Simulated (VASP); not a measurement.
# CaF2 (Fm-3m) in VASP: relaxation of cell and atoms with HSE06

Aim: the relaxation of cell and atoms of CaF2 with HSE06.

Everything below comes from runs of VASP 6.6.1. Logs are shortened: lines on timing, memory, paths and dates and some standing lists are left out, and cuts for length are marked.

### Step 1. The cell of the first run

Symmetry: Fm-3m, No. 225, cubic system. The conventional cell has a = 5.439 Å, b = 5.439 Å, c = 5.439 Å, α = 90.00°, β = 90.00°, γ = 90.00°. Within 3.1 Å of Ca (site symmetry m-3m) lie 8 F at 2.36 Å. F (site symmetry -43m) has 4 Ca at 2.36 Å and 6 F at 2.72 Å within 3.1 Å.

### Step 2. Relaxation of cell and atoms, HSE06

POSCAR

```
CaF2
1.0
    0.0000000000      2.7195929737      2.7195929737
    2.7195929737      0.0000000000      2.7195929737
    2.7195929737      2.7195929737      0.0000000000
Ca F
1 2
Direct
    0.0000000000      0.0000000000      0.0000000000
    0.2500000000      0.2500000000      0.2500000000
    0.7500000000      0.7500000000      0.7500000000
```

INCAR.step1

```
SYSTEM = CaF2
ALGO = Normal
EDIFF = 1E-5
EDIFFG = -0.005
ENCUT = 600
GGA = PE
GGA_COMPAT = .FALSE.
IBRION = 2
ISIF = 3
ISMEAR = -1
KPAR = 4
LASPH = .TRUE.
LCHARG = .FALSE.
LREAL = .FALSE.
LWAVE = .TRUE.
NBANDS = 19
NELM = 120
NELMIN = 4
NSW = 100
PREC = Accurate
SIGMA = 0.02
```

INCAR.step2

```
SYSTEM = CaF2
ALGO = Normal
EDIFF = 1E-7
EDIFFG = -0.005
ENCUT = 600
GGA = PE
GGA_COMPAT = .FALSE.
HFSCREEN = 0.2079
IBRION = 2
ISIF = 3
ISMEAR = -1
ISTART = 1
KPAR = 4
LASPH = .TRUE.
LCHARG = .FALSE.
LHFCALC = .TRUE.
LREAL = .FALSE.
LWAVE = .FALSE.
NELM = 120
NELMIN = 4
NSW = 80
PREC = Accurate
PRECFOCK = Normal
SIGMA = 0.02
```

KPOINTS

```
k-points
0
G
  6 6 6
  0 0 0
```

Potentials or basis: VASP PAW PBE potentials, release 64 (Ca_sv, F).

Launch:

```bash
cat potpaw_PBE.64/Ca_sv/POTCAR potpaw_PBE.64/F/POTCAR > POTCAR
cp INCAR.step1 INCAR
mpirun -np 4 vasp_std > vasp.out
cp INCAR.step2 INCAR
mpirun -np 4 vasp_std > vasp.out
```

OUTCAR:

```text
SYSTEM = CaF2
   EDIFF = 1E-7
   EDIFFG = -0.005
   ENCUT = 600
   GGA = PE
   HFSCREEN = 0.2079
   IBRION = 2
   ISIF = 3
   ISMEAR = -1
   ISTART = 1
   LASPH = .TRUE.
   LHFCALC = .TRUE.
   LREAL = .FALSE.
   NELM = 120
   NELMIN = 4
   NSW = 80
   PREC = Accurate
   PRECFOCK = Normal

 ion  position               nearest neighbor table
   1  0.000  0.000  0.000-   2 2.36   3 2.36   3 2.36   3 2.36   3 2.36   2 2.36   2 2.36   2 2.36

   2  0.250  0.250  0.250-   1 2.36   1 2.36   1 2.36   1 2.36
   3  0.750  0.750  0.750-   1 2.36   1 2.36   1 2.36   1 2.36

  LATTYP: Found a face centered cubic cell.
 ALAT       =     5.4391859474

  Lattice vectors:

 A1 = (   0.0000000000,   2.7195929737,   2.7195929737)
 A2 = (   2.7195929737,   0.0000000000,   2.7195929737)
 A3 = (   2.7195929737,   2.7195929737,   0.0000000000)

Analysis of symmetry for initial positions (statically):
=====================================================================
 Subroutine PRICEL returns:
 Original cell was already a primitive cell.

 Routine SETGRP: Setting up the symmetry group for a
 face centered cubic supercell.

 Subroutine GETGRP returns: Found 48 space group operations
 (whereof 48 operations were pure point group operations)
 out of a pool of 48 trial point group operations.

The static configuration has the point symmetry O_h .

Analysis of symmetry for dynamics (positions and initial velocities):
=====================================================================
 Subroutine PRICEL returns:
 Original cell was already a primitive cell.

 Routine SETGRP: Setting up the symmetry group for a
 face centered cubic supercell.

 Subroutine GETGRP returns: Found 48 space group operations
 (whereof 48 operations were pure point group operations)
 out of a pool of 48 trial point group operations.

The dynamic configuration has the point symmetry O_h .

 Subroutine INISYM returns: Found 48 space group operations
 (whereof 48 operations are pure point group operations),
 and found     1 'primitive' translations

----------------------------------------------------------------------------------------

                                     Primitive cell

  volume of cell :      40.2292

  direct lattice vectors                    reciprocal lattice vectors
     0.000000000  2.719592974  2.719592974    -0.183851041  0.183851041  0.183851041
     2.719592974  0.000000000  2.719592974     0.183851041 -0.183851041  0.183851041
     2.719592974  2.719592974  0.000000000     0.183851041  0.183851041 -0.183851041

  length of vectors
     3.846085268  3.846085268  3.846085268     0.318439344  0.318439344  0.318439344

  position of ions in fractional coordinates (direct lattice)
     0.000000000  0.000000000  0.000000000
     0.250000000  0.250000000  0.250000000
     0.750000000  0.750000000  0.750000000

  ion indices of the primitive-cell ions
   primitive index   ion index
                 1           1
                 2           2
                 3           3

----------------------------------------------------------------------------------------

 KPOINTS: k-points

Automatic generation of k-mesh.
 Grid dimensions read from file:
 generate k-points for:    6    6    6

 Generating k-lattice:

  Cartesian coordinates                     Fractional coordinates (reciprocal lattice)
    -0.030641840  0.030641840  0.030641840     0.166666667  0.000000000  0.000000000
     0.030641840 -0.030641840  0.030641840     0.000000000  0.166666667  0.000000000
     0.030641840  0.030641840 -0.030641840     0.000000000  0.000000000  0.166666667

  Length of vectors
     0.053073224  0.053073224  0.053073224

  Shift w.r.t. Gamma in fractional coordinates (k-lattice)
     0.000000000  0.000000000  0.000000000

 Subroutine IBZKPT returns following result:
 ===========================================

 Found     16 irreducible k-points:

 Following reciprocal coordinates:
            Coordinates               Weight
  0.000000  0.000000  0.000000      1.000000
  0.166667  0.000000  0.000000      8.000000
  0.333333  0.000000  0.000000      8.000000
  0.500000  0.000000  0.000000      4.000000
  0.166667  0.166667  0.000000      6.000000
  0.333333  0.166667  0.000000     24.000000
[... 8 lines left out ...]
 -0.333333  0.333333  0.166667     24.000000
 -0.333333  0.500000  0.166667     12.000000
   k-points           NKPTS =     16   k-points in BZ     NKDIM =    216   number of bands    NBANDS=     16
   number of dos      NEDOS =    301   number of ions     NIONS =      3
   total plane-waves  NPLWV =  32768
   dimension x,y,z NGX =    32 NGY =   32 NGZ =   32
   dimension x,y,z NGXF=    64 NGYF=   64 NGZF=   64
   ions per type =               1   2
   NGX,Y,Z   is equivalent  to a cutoff of  13.83, 13.83, 13.83 a.u.
   NGXF,Y,Z  is equivalent  to a cutoff of  27.66, 27.66, 27.66 a.u.
 SYSTEM =  CaF2
   PREC   = accura    normal or accurate (medium, high low for compatibility)
   ISTART =      1    job   : 0-new  1-cont  2-samecut
   ICHARG =      0    charge: 1-file 2-atom 10-const
   ISPIN  =      1    spin polarized calculation?
   LNONCOLLINEAR =      F non collinear calculations
   LSORBIT =      F    spin-orbit coupling
   LASPH  =      T    aspherical Exc in radial PAW
   ENCUT  =  600.0 eV  44.10 Ry    6.64 a.u.   7.68  7.68  7.68*2*pi/ulx,y,z
   NELM   =    120;   NELMIN=  4; NELMDL=  0     # of ELM steps
   EDIFF  = 0.1E-06   stopping-criterion for ELM
   LREAL  =      F    real-space projection
   EDIFFG = -.5E-02   stopping-criterion for IOM
   NSW    =     80    number of steps for IOM
   IBRION =      2    ionic relax: 0-MD 1-quasi-New 2-CG
   NFREE  =      1    steps in history (QN), initial steepest desc. (CG)
   ISIF   =      3    stress and relaxation
   ISYM   =      3    0-nonsym 1-usesym 2-fastsym
   POTIM  = 0.5000    time-step for ionic-motion
   TEBEG  =    0.0;   TEEND  =   0.0 temperature during run
   PSTRESS=    0.0 pullay stress
   NELECT =      24.0000    total number of electrons
   NUPDOWN=      -1.0000    fix difference up-down
   EMIN   =  10.00;   EMAX   =-10.00  energy-range for DOS
   EFERMI =   0.00;   METHOD = LEGACY
   ISMEAR =    -1;   SIGMA  =   0.02  broadening in eV -4-tet -1-fermi 0-gaus
   EFERMI_NEDOS =   21; number of points for ismear=-14 and -15
   IALGO  =     38    algorithm
   IMIX   =      1    mixing-type and parameters
     AMIX     =   0.40;   BMIX     =  1.00
     AMIX_MAG =   1.60;   BMIX_MAG =  1.00
  volume/ion in A,a.u.               =      13.41        90.49
  Fermi-wavevector in a.u.,A,eV,Ry     =   1.378155  2.604335 25.841690  1.899311
  Thomas-Fermi vector in A             =   2.503242
   LORBIT       =      0    0 simple, 1 ext, 2 COOP (PROOUT), +10 PAW based schemes
   GGA     = PE    functional components
   LHFCALC =     T    Hartree Fock is set to
   PRECFOCK=normal    Normal, Fast or Accurate (Low or Medium for compatibility)
   ENCUT4O =  -1.0   cutoff for four orbital integrals eV
   NKREDX  =     1    reduce k-point grid by
   NKREDY  =     1    reduce k-point grid by
   NKREDZ  =     1    reduce k-point grid by
   AEXX    =    0.2500 exact exchange contribution
   HFSCREEN=    0.2079 screening length (either q_TF or 0.3 A-1)
   HFSCREENC=   0.2079 screening length for correlation (either q_TF or 0.3 A-1)
   ENCUTFOCK=  -1.0 apply spherical cutoff to Coloumb kernel
   IVDW    =     0    specifies the selected vdW correction
   LEPSILON=     F    determine dielectric tensor
   LRPA    =     F    only Hartree local field effects (RPA)
 conjugate gradient relaxation of ions
 non-spin polarized calculation
  energy-cutoff  :      600.00
  volume of cell :       40.23
 maximum number of plane-waves:      1363
  NGX = 24; NGY = 24; NGZ = 24

--------------------------------------- Ionic step        1  -------------------------------------------

 number of electron      23.9999986 magnetization

 Free energy of the ion-electron system (eV)
  ---------------------------------------------------
  ext. energy  EPLUGINS =         0.00000000
  ---------------------------------------------------
  free energy    TOTEN  =       -20.59678279 eV

  energy without entropy =      -20.59678279  energy(sigma->0) =      -20.59678279

------------------------ aborting loop because EDIFF is reached ----------------------------------------

  FORCE on cell =-STRESS in cart. coord.  units (eV):
  Direction    XX          YY          ZZ          XY          YZ          ZX
  --------------------------------------------------------------------------------------
  -------------------------------------------------------------------------------------
  Total        0.4127054      0.4127054      0.4127054      0.0000000     -0.0000000      0.0000000
  in kB       16.4364892     16.4364892     16.4364892      0.0000000     -0.0000000      0.0000000
  external PRESSURE =      16.4364892 kB  Pullay stress =       0.0000000 kB

 VOLUME and BASIS-vectors are now :
 -----------------------------------------------------------------------------
  energy-cutoff  :      600.00
  volume of cell :       40.23
      direct lattice vectors                 reciprocal lattice vectors
     0.000000000  2.719592974  2.719592974    -0.183851041  0.183851041  0.183851041
     2.719592974  0.000000000  2.719592974     0.183851041 -0.183851041  0.183851041
     2.719592974  2.719592974  0.000000000     0.183851041  0.183851041 -0.183851041
[... 38 lines left out ...]
 POSITION                                       TOTAL-FORCE (eV/Angst)
 -----------------------------------------------------------------------------------
      0.00000      2.73764      2.73764         0.000000      0.000000     -0.000000
      1.36882      1.36882      1.36882        -0.000000     -0.000000      0.000000
      4.10646      4.10646      4.10646         0.000000      0.000000     -0.000000
 -----------------------------------------------------------------------------------
    total drift:                                0.000000      0.000000      0.000000

  FREE ENERGIE OF THE ION-ELECTRON SYSTEM (eV)
  ---------------------------------------------------
  free  energy   TOTEN  =       -20.6006629211 eV

  energy  without entropy=      -20.6006629211  energy(sigma->0) =      -20.60066292

--------------------------------------- Ionic step        3  -------------------------------------------

 number of electron      23.9999991 magnetization

 Free energy of the ion-electron system (eV)
  ---------------------------------------------------
  ext. energy  EPLUGINS =         0.00000000
  ---------------------------------------------------
  free energy    TOTEN  =       -20.60067059 eV

  energy without entropy =      -20.60067059  energy(sigma->0) =      -20.60067059

 E-fermi :  -2.1849     XC(G=0):  -7.8753

 val. band max:       -2.6069512988   @ k =   0.5000   0.5000   0.0000
 cond. band min:       6.6940400096   @ k =   0.0000   0.0000   0.0000
 fundamental gap:      9.3009913084
 Fermi energy:        -2.1848827004

 k-point     1 :       0.0000    0.0000    0.0000
  band No.  band energies     occupation
      1     -40.6784      2.00000
      2     -24.1294      2.00000
      3     -23.3389      2.00000
      4     -20.1493      2.00000
      5     -20.1493      2.00000
      6     -20.1493      2.00000
[... 8 lines left out ...]
     15       9.1778      0.00000
     16      11.4249      0.00000
[... 305 lines left out ...]
 POSITION                                       TOTAL-FORCE (eV/Angst)
 -----------------------------------------------------------------------------------
      0.00000      0.00000      0.00000        -0.000000     -0.000000     -0.000000
      1.36843      1.36843      1.36843         0.000000      0.000000      0.000000
      4.10528      4.10528      4.10528        -0.000000     -0.000000     -0.000000
 -----------------------------------------------------------------------------------
    total drift:                                0.000000      0.000000      0.000000

  FREE ENERGIE OF THE ION-ELECTRON SYSTEM (eV)
  ---------------------------------------------------
  free  energy   TOTEN  =       -20.6006705866 eV

  energy  without entropy=      -20.6006705866  energy(sigma->0) =      -20.60067059

 reached required accuracy - stopping structural energy minimisation
```

Wall time 58 min (4 MPI ranks of Intel Xeon Platinum 8259CL at 2.50GHz (Skylake/Cascade Lake), shared host); peak memory 0.31 GiB.

What came out:

| Item | Value |
| --- | --- |
| Free energy | -20.6007 eV |
| Relaxed volume | 13.67 Å³/atom |
| Relaxed cell | a = 3.870 Å, b = 3.870 Å, c = 3.870 Å, α = 60.00°, β = 60.00°, γ = 60.00° |
| Space group after relaxing (to 0.1 Å) | Fm-3m (No. 225) |
| Energy gained by relaxing | 1.3 meV/atom |
| Ionic steps | 3 |
| Pressure after relaxing | 0.0 GPa |
| Band gap on the k mesh | 9.30 eV (least direct gap 9.57 eV) |

The path:
```tsv
step	energy change (eV)	largest force (eV/Å)	pressure (GPa)	volume (Å³)
1	0.0000	0.0000	1.64	40.23
2	-0.0039	0.0000	-0.07	41.04
3	-0.0039	0.0000	0.00	41.00
```

Final structure:
```
Ca F
1.0
     0.00000    2.73686    2.73686
     2.73686    0.00000    2.73686
     2.73686    2.73686    0.00000
Ca F
1 2
Cartesian
  0.0000 0.0000 0.0000
  1.3684 1.3684 1.3684
  4.1053 4.1053 4.1053
```

Caveat: the PAW data sets were made with another functional, which shifts forces and pressure a little.
